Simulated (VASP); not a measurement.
# InP: single point with r2SCAN

Crystal: InP.

```
In P
1.0
     0.00000    2.74536    2.74536
     2.74536    0.00000    2.74536
     2.74536    2.74536    0.00000
In P
1 1
Cartesian
  0.0000 0.0000 0.0000
  2.7454 2.7454 2.7454
```

```yaml
Program: VASP 6.6.1
Task: single point
Functional: r2SCAN
Potentials_or_basis: VASP PAW PBE potentials, release 64 (In_d, P)
Cutoff: 520 eV
k_mesh: 6 × 6 × 6
Occupations: fermi-dirac, width 0.02 eV
Spin: collinear spin
Starting_moments: "[0.0, 0.1] μB"
```

The pressure is 0.7 GPa, the net moment is 0.12 μB per cell and the site moments are In -0.00; P +0.06 μB. The valence electrons inside the program's atomic spheres are In 11.39; P 2.49.

Levels at points of the mesh, in eV from the Fermi level:
Spin up:
```tsv
k point	band 5	band 6	band 7	band 8	band 9	band 10	band 11	band 12	band 13	band 14
(0.00, 0.00, 0.00)	-14.64	-12.74	-0.39	-0.39	-0.39	1.24	7.54	7.54	7.54	9.31
(0.50, 0.00, 0.00)	-14.55	-10.56	-6.92	0.08	0.08	2.98	3.74	3.74	5.92	11.91
(0.50, 0.50, 0.00)	-14.51	-9.28	-5.27	-2.55	-2.55	-2.26	4.18	10.87	10.87	11.25
```
Spin down:
| k point | band 7 | band 8 | band 9 | band 10 | band 11 | band 12 |
| --- | --- | --- | --- | --- | --- | --- |
| (0.00, 0.00, 0.00) | -0.26 | -0.26 | -0.26 | 1.30 | 7.62 | 7.62 |
| (0.50, 0.00, 0.00) | -6.88 | 0.22 | 0.22 | 3.03 | 3.77 | 3.77 |
| (0.50, 0.50, 0.00) | -5.19 | -2.45 | -2.45 | -2.24 | 4.23 | 10.92 |

It took 2.6 min on 1 thread of Intel(R) Xeon(R) Platinum 8259CL CPU @ 2.50GHz (Skylake/Cascade Lake), with other jobs on the host, peak memory 0.2 GiB.

Caveat: a moment this small can come from the mesh or the smearing; the structure was generated, so it needn't be the stable form of InP; the PAW data sets were made with another functional, which shifts forces and pressure a little; spin-orbit coupling is left out, which moves the levels of the heavy elements.
